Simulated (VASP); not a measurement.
# Tl (Cmce) in VASP: single point with r2SCAN

Aim: the single point of Tl with r2SCAN.

All numbers are computed with VASP 6.6.1; they aren't measurements. Logs are shortened: lines on timing, memory, paths and dates and some standing lists are left out, and cuts for length are marked.

**1. The cell of the first run**

It takes space group Cmce (No. 64, orthorhombic). Conventional cell: a = 3.911 Å, b = 12.408 Å, c = 5.176 Å, α = 90.00°, β = 90.00°, γ = 90.00°. Tl (site symmetry m) has 3 Tl at 2.56 to 2.60 Å within 3.4 Å.

**2. Single point, r2SCAN**

POSCAR

```
Tl
1.0
    1.9557339937     -6.2039900104      0.0000000000
    1.9557339937      6.2039900104      0.0000000000
    0.0000000000      0.0000000000      5.1759002372
Tl
4
Direct
    0.0980000000      0.9020000000      0.9100000000
    0.5980000000      0.4020000000      0.5900000000
    0.9020000000      0.0980000000      0.0900000000
    0.4020000000      0.5980000000      0.4100000000
```

INCAR.step1

```
SYSTEM = Tl
PREC = Accurate
ENCUT = 520
ISMEAR = 0
SIGMA = 0.1
LREAL = .FALSE.
LASPH = .TRUE.
NELM = 80
NBANDS = 34
GGA = PE
ALGO = Normal
EDIFF = 1E-4
LWAVE = .TRUE.
LCHARG = .FALSE.
```

INCAR.step2

```
SYSTEM = Tl
PREC = Accurate
ENCUT = 520
EDIFF = 1E-6
ISMEAR = 0
SIGMA = 0.1
LREAL = .FALSE.
LASPH = .TRUE.
NELM = 80
ALGO = Normal
ISIF = 2
LWAVE = .FALSE.
LCHARG = .FALSE.
METAGGA = R2SCAN
LMIXTAU = .TRUE.
NBANDS = 34
ISTART = 1
```

KPOINTS

```
regular mesh
0
G
  6 6 4
  0 0 0
```

Potentials or basis: VASP PAW PBE potentials, release 64 (Tl_d).

Command:

```sh
$ cat potpaw_PBE.64/Tl_d/POTCAR > POTCAR
$ cp INCAR.step1 INCAR
$ mpirun -np 1 vasp_std > vasp.out
$ cp INCAR.step2 INCAR
$ mpirun -np 1 vasp_std > vasp.out
```

OUTCAR:

```text
SYSTEM = Tl
   PREC = Accurate
   ENCUT = 520
   EDIFF = 1E-6
   ISMEAR = 0
   LREAL = .FALSE.
   LASPH = .TRUE.
   NELM = 80
   ISIF = 2
   METAGGA = R2SCAN
   ISTART = 1

 ion  position               nearest neighbor table
   1  0.098  0.902  0.910-   2 2.56   2 2.56   3 2.60   2 4.03   2 4.03   4 4.05   4 4.05   4 4.05
                             4 4.05
   2  0.598  0.402  0.590-   1 2.56   1 2.56   4 2.60   1 4.03   1 4.03   3 4.05   3 4.05   3 4.05
                             3 4.05
   3  0.902  0.098  0.090-   4 2.56   4 2.56   1 2.60   4 4.03   4 4.03   2 4.05   2 4.05   2 4.05
                             2 4.05
   4  0.402  0.598  0.410-   3 2.56   3 2.56   2 2.60   3 4.03   3 4.03   1 4.05   1 4.05   1 4.05
                             1 4.05

  LATTYP: Found a base centered orthorhombic cell.
 ALAT       =     3.9114679874
 B/A-ratio  =     3.1722054382
 C/A-ratio  =     1.3232628399

  Lattice vectors:

 A1 = (   1.9557339937,  -6.2039900104,   0.0000000000)
 A2 = (   1.9557339937,   6.2039900104,   0.0000000000)
 A3 = (   0.0000000000,   0.0000000000,   5.1759002372)

Analysis of symmetry for initial positions (statically):
=====================================================================
 Subroutine PRICEL returns:
 Original cell was already a primitive cell.

 Routine SETGRP: Setting up the symmetry group for a
 base centered orthorhombic supercell.

 Subroutine GETGRP returns: Found  8 space group operations
 (whereof  4 operations were pure point group operations)
 out of a pool of  8 trial point group operations.

The static configuration has the point symmetry C_2h.
 The point group associated with its full space group is D_2h.

Analysis of symmetry for dynamics (positions and initial velocities):
=====================================================================
 Subroutine PRICEL returns:
 Original cell was already a primitive cell.

 Routine SETGRP: Setting up the symmetry group for a
 base centered orthorhombic supercell.

 Subroutine GETGRP returns: Found  8 space group operations
 (whereof  4 operations were pure point group operations)
 out of a pool of  8 trial point group operations.

The dynamic configuration has the point symmetry C_2h.
 The point group associated with its full space group is D_2h.

 Subroutine INISYM returns: Found  8 space group operations
 (whereof  4 operations are pure point group operations),
 and found     1 'primitive' translations

----------------------------------------------------------------------------------------

                                     Primitive cell

  volume of cell :     125.6021

  direct lattice vectors                    reciprocal lattice vectors
     1.955733994 -6.203990010  0.000000000     0.255658490 -0.080593295  0.000000000
     1.955733994  6.203990010  0.000000000     0.255658490  0.080593295  0.000000000
     0.000000000  0.000000000  5.175900237     0.000000000  0.000000000  0.193203106

  length of vectors
     6.504950999  6.504950999  5.175900237     0.268060707  0.268060707  0.193203106

  position of ions in fractional coordinates (direct lattice)
     0.098000000  0.902000000  0.910000000
     0.598000000  0.402000000  0.590000000
     0.902000000  0.098000000  0.090000000
     0.402000000  0.598000000  0.410000000

  ion indices of the primitive-cell ions
   primitive index   ion index
                 1           1
                 2           2
                 3           3
                 4           4

----------------------------------------------------------------------------------------

 KPOINTS: regular mesh

Automatic generation of k-mesh.
 Grid dimensions read from file:
 generate k-points for:    6    6    4

 Generating k-lattice:

  Cartesian coordinates                     Fractional coordinates (reciprocal lattice)
     0.042609748 -0.013432216  0.000000000     0.166666667 -0.000000000  0.000000000
     0.042609748  0.013432216  0.000000000    -0.000000000  0.166666667  0.000000000
     0.000000000  0.000000000  0.048300776     0.000000000  0.000000000  0.250000000

  Length of vectors
     0.044676785  0.044676785  0.048300776

  Shift w.r.t. Gamma in fractional coordinates (k-lattice)
     0.000000000  0.000000000  0.000000000

 Subroutine IBZKPT returns following result:
 ===========================================

 Found     39 irreducible k-points:

 Following reciprocal coordinates:
            Coordinates               Weight
  0.000000  0.000000  0.000000      1.000000
  0.166667 -0.000000  0.000000      4.000000
  0.333333  0.000000  0.000000      4.000000
  0.500000  0.000000  0.000000      2.000000
  0.166667  0.166667  0.000000      2.000000
  0.333333  0.166667  0.000000      4.000000
[... 16 lines left out ...]
  0.333333  0.333333  0.250000      4.000000
  0.500000  0.333333  0.250000      8.000000
 [... further k-points ...]
   k-points           NKPTS =     39   k-points in BZ     NKDIM =     39   number of bands    NBANDS=     34
   number of dos      NEDOS =    301   number of ions     NIONS =      4
   total plane-waves  NPLWV =  92160
   dimension x,y,z NGX =    48 NGY =   48 NGZ =   40
   dimension x,y,z NGXF=    96 NGYF=   96 NGZF=   80
   ions per type =               4
   NGX,Y,Z   is equivalent  to a cutoff of  12.27, 12.27, 12.85 a.u.
   NGXF,Y,Z  is equivalent  to a cutoff of  24.53, 24.53, 25.70 a.u.
 SYSTEM =  Tl
   PREC   = accura    normal or accurate (medium, high low for compatibility)
   ISTART =      1    job   : 0-new  1-cont  2-samecut
   ICHARG =      0    charge: 1-file 2-atom 10-const
   ISPIN  =      1    spin polarized calculation?
   LNONCOLLINEAR =      F non collinear calculations
   LSORBIT =      F    spin-orbit coupling
   LASPH  =      T    aspherical Exc in radial PAW
   ENCUT  =  520.0 eV  38.22 Ry    6.18 a.u.  12.09 12.09  9.62*2*pi/ulx,y,z
   NELM   =     80;   NELMIN=  2; NELMDL=  0     # of ELM steps
   EDIFF  = 0.1E-05   stopping-criterion for ELM
   LREAL  =      F    real-space projection
   EDIFFG = 0.1E-04   stopping-criterion for IOM
   NSW    =      0    number of steps for IOM
   IBRION =     -1    ionic relax: 0-MD 1-quasi-New 2-CG
   NFREE  =      0    steps in history (QN), initial steepest desc. (CG)
   ISIF   =      2    stress and relaxation
   ISYM   =      2    0-nonsym 1-usesym 2-fastsym
   POTIM  = 0.5000    time-step for ionic-motion
   TEBEG  =    0.0;   TEEND  =   0.0 temperature during run
   PSTRESS=    0.0 pullay stress
   NELECT =      52.0000    total number of electrons
   NUPDOWN=      -1.0000    fix difference up-down
   EMIN   =  10.00;   EMAX   =-10.00  energy-range for DOS
   EFERMI =   0.00;   METHOD = LEGACY
   ISMEAR =     0;   SIGMA  =   0.10  broadening in eV -4-tet -1-fermi 0-gaus
   EFERMI_NEDOS =   21; number of points for ismear=-14 and -15
   IALGO  =     38    algorithm
   IMIX   =      4    mixing-type and parameters
     AMIX     =   0.40;   BMIX     =  1.00
     AMIX_MAG =   1.60;   BMIX_MAG =  1.00
  volume/ion in A,a.u.               =      31.40       211.90
  Fermi-wavevector in a.u.,A,eV,Ry     =   1.220142  2.305734 20.255624  1.488746
  Thomas-Fermi vector in A             =   2.355370
   LORBIT       =      0    0 simple, 1 ext, 2 COOP (PROOUT), +10 PAW based schemes
   METAGGA = R2SCAN    functional components
   LHFCALC =     F    Hartree Fock is set to
   AEXX    =    0.0000 exact exchange contribution
   IVDW    =     0    specifies the selected vdW correction
   LEPSILON=     F    determine dielectric tensor
   LRPA    =     F    only Hartree local field effects (RPA)
 non-spin polarized calculation
 Gauss-broadening in eV      SIGMA  =   0.10
  energy-cutoff  :      520.00
  volume of cell :      125.60
 maximum number of plane-waves:      3416
   NGX = 25   NGY = 25   NGZ = 19

 number of electron      51.9999996 magnetization

 Free energy of the ion-electron system (eV)
  ---------------------------------------------------
  ext. energy  EPLUGINS =         0.00000000
  ---------------------------------------------------
  free energy    TOTEN  =      -207.99025229 eV

  energy without entropy =     -207.97558046  energy(sigma->0) =     -207.98291638

 E-fermi :   5.5497     XC(G=0): -10.0655

 val. band max:        5.5286107452   @ k =  -0.1667   0.1667   0.5000
 cond. band min:       5.5732231013   @ k =  -0.3333   0.1667   0.5000
 fundamental gap:      0.0446123561
 Fermi energy:         5.5496624911

 k-point     1 :       0.0000    0.0000    0.0000
  band No.  band energies     occupation
      1      -8.5113      2.00000
      2      -8.4591      2.00000
      3      -8.4003      2.00000
      4      -8.0256      2.00000
      5      -7.9809      2.00000
      6      -7.9284      2.00000
[... 26 lines left out ...]
     33      12.3469      0.00000
     34      13.9685      0.00000

 k-point     2 :       0.1667   -0.0000    0.0000
  band No.  band energies     occupation
      1      -8.4632      2.00000
      2      -8.4522      2.00000
      3      -8.3747      2.00000
      4      -7.9405      2.00000
      5      -7.9156      2.00000
      6      -7.8279      2.00000
[... 26 lines left out ...]
     33      12.6566      0.00000
     34      13.4682      0.00000

 k-point     3 :       0.3333    0.0000    0.0000
  band No.  band energies     occupation
      1      -8.3607      2.00000
      2      -8.3201      2.00000
      3      -8.2867      2.00000
      4      -8.0007      2.00000
      5      -7.8757      2.00000
      6      -7.6363      2.00000
[... 26 lines left out ...]
     33      11.4937      0.00000
     34      12.4497      0.00000

 k-point     4 :       0.5000    0.0000    0.0000
  band No.  band energies     occupation
      1      -8.2857      2.00000
      2      -8.2857      2.00000
      3      -8.0065      2.00000
      4      -8.0065      2.00000
      5      -7.9092      2.00000
      6      -7.9092      2.00000
[... 26 lines left out ...]
     33      10.7864      0.00000
     34      10.7864      0.00000

 k-point     5 :       0.1667    0.1667    0.0000
  band No.  band energies     occupation
      1      -8.3601      2.00000
      2      -8.3211      2.00000
      3      -8.2865      2.00000
      4      -7.9982      2.00000
      5      -7.8781      2.00000
      6      -7.6319      2.00000
[... 621 lines left out ...]
 k-point    22 :      -0.1667    0.1667    0.2500
  band No.  band energies     occupation
      1      -8.4795      2.00000
      2      -8.4394      2.00000
      3      -8.3509      2.00000
      4      -8.1125      2.00000
      5      -7.9347      2.00000
      6      -7.9113      2.00000
[... 26 lines left out ...]
     33      12.5876      0.00000
     34      13.1015      0.00000

 k-point    23 :       0.3333    0.3333    0.2500
  band No.  band energies     occupation
      1      -8.3691      2.00000
      2      -8.3617      2.00000
      3      -8.1987      2.00000
      4      -8.0975      2.00000
      5      -7.7890      2.00000
      6      -7.7282      2.00000
[... 26 lines left out ...]
     33      11.8808      0.00000
     34      12.9675      0.00000

 k-point    24 :       0.5000    0.3333    0.2500
  band No.  band energies     occupation
      1      -8.4583      2.00000
      2      -8.4333      2.00000
      3      -8.3105      2.00000
      4      -8.0775      2.00000
      5      -7.8398      2.00000
      6      -7.8136      2.00000
[... 26 lines left out ...]
     33      12.5854      0.00000
     34      12.8421      0.00000

 [... further k-points ...]

------------------------ aborting loop because EDIFF is reached ----------------------------------------

  FORCE on cell =-STRESS in cart. coord.  units (eV):
  Direction    XX          YY          ZZ          XY          YZ          ZX
  --------------------------------------------------------------------------------------
  -------------------------------------------------------------------------------------
  Total       18.7669310     10.6672630     14.5225157      0.0000000      0.0000000      0.0000000
  in kB      239.3905892    136.0713895    185.2489139      0.0000000      0.0000000      0.0000000
  external PRESSURE =     186.9036308 kB  Pullay stress =       0.0000000 kB

 VOLUME and BASIS-vectors are now :
 -----------------------------------------------------------------------------
  energy-cutoff  :      520.00
  volume of cell :      125.60
      direct lattice vectors                 reciprocal lattice vectors
     1.955733994 -6.203990010  0.000000000     0.255658490 -0.080593295  0.000000000
     1.955733994  6.203990010  0.000000000     0.255658490  0.080593295  0.000000000
     0.000000000  0.000000000  5.175900237     0.000000000  0.000000000  0.193203106

 POSITION                                       TOTAL-FORCE (eV/Angst)
 -----------------------------------------------------------------------------------
      1.95573      4.98801      4.71007         0.000000     -2.698448      3.149901
      1.95573     -1.21598      3.05378         0.000000     -2.698448     -3.149901
      1.95573     -4.98801      0.46583         0.000000      2.698448     -3.149901
      1.95573      1.21598      2.12212         0.000000      2.698448      3.149901
 -----------------------------------------------------------------------------------
    total drift:                                0.000000      0.000000      0.000000

  FREE ENERGIE OF THE ION-ELECTRON SYSTEM (eV)
  ---------------------------------------------------
  free  energy   TOTEN  =      -207.9902522885 eV

  energy  without entropy=     -207.9755804618  energy(sigma->0) =     -207.98291638
```

It took 3.6 min on 1 thread of Intel Xeon 6975P-C (Granite Rapids), shared host; peak memory 0.39 GiB.

Results:

| Item | Value |
| --- | --- |
| Free energy | -207.9903 eV |
| Pressure | 18.7 GPa |
| Largest force | 4.148 eV/Å |
| Band gap on the k mesh | zero (bands 26 and 27 overlap by 2.99 eV) |

Forces in eV/Å, atoms in the order of the input:
```
Tl   0.000 -2.698  3.150
Tl   0.000 -2.698 -3.150
Tl   0.000  2.698 -3.150
Tl   0.000  2.698  3.150
```

Stress tensor (GPa, compression positive):
```
23.94  0.00  0.00
 0.00 13.61  0.00
 0.00  0.00 18.52
```

Levels at points of the mesh, in eV from the Fermi level:
```tsv
k point	band 24	band 25	band 26	band 27	band 28	band 29
(0.00, 0.00, 0.00)	-2.75	-0.75	-0.62	1.28	1.84	3.32
(0.50, 0.00, 0.00)	-5.08	-0.26	-0.26	1.08	1.08	1.54
(0.50, 0.50, 0.00)	-1.48	-1.40	-0.91	0.93	2.22	3.95
(0.00, 0.00, 0.50)	-4.16	-0.60	-0.60	2.78	2.78	3.85
(0.50, 0.00, 0.50)	-5.48	-1.47	-1.47	-0.81	-0.81	2.24
(0.50, 0.50, 0.50)	-5.16	2.18	2.18	2.64	2.64	3.43
```

Caveat: the stress differs along the axes, from 14 to 24 GPa; the PAW data sets were made with another functional, which shifts forces and pressure a little; spin-orbit coupling is left out, which moves the levels of the heavy elements.

The gap in the log of VASP goes by the Fermi energy; the results here count the filled bands.